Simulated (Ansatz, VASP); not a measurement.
# Si in VASP and in Ansatz

```
Si
1.0
     0.00000    2.72212    2.72212
     2.72212    0.00000    2.72212
     2.72212    2.72212    0.00000
Si
2
Direct
  0.00000 0.00000 0.00000
  0.25000 0.25000 0.25000
```

Alike in both runs: task single point; functional PBE-based screened hybrid; k mesh 4 × 4 × 4; no spin polarisation.

```csv
,VASP,Ansatz
version,VASP 6.6.1,Ansatz 0.2.0
potentials or method,"VASP PAW PBE potentials, release 64 (Si)",plane waves
plane-wave cutoff (eV),520,420
occupations,"gaussian, width 0.01 eV",fixed
valence electrons in the cell,8,8
```

|  | VASP | Ansatz | Ansatz less VASP |
| --- | --- | --- | --- |
| gap on the k mesh at the Fermi level (eV) | 1.08 | 1.07 | -0.010 |
| pressure (GPa) | 0.6 | 0.8 | +0.28 |

VASP's potentials were made for PBE, not for PBE-based screened hybrid. Ansatz's warnings: stress exchange threshold loose, stress scf threshold loose.

The k mesh is coarse, so the values compare programs but aren't converged.
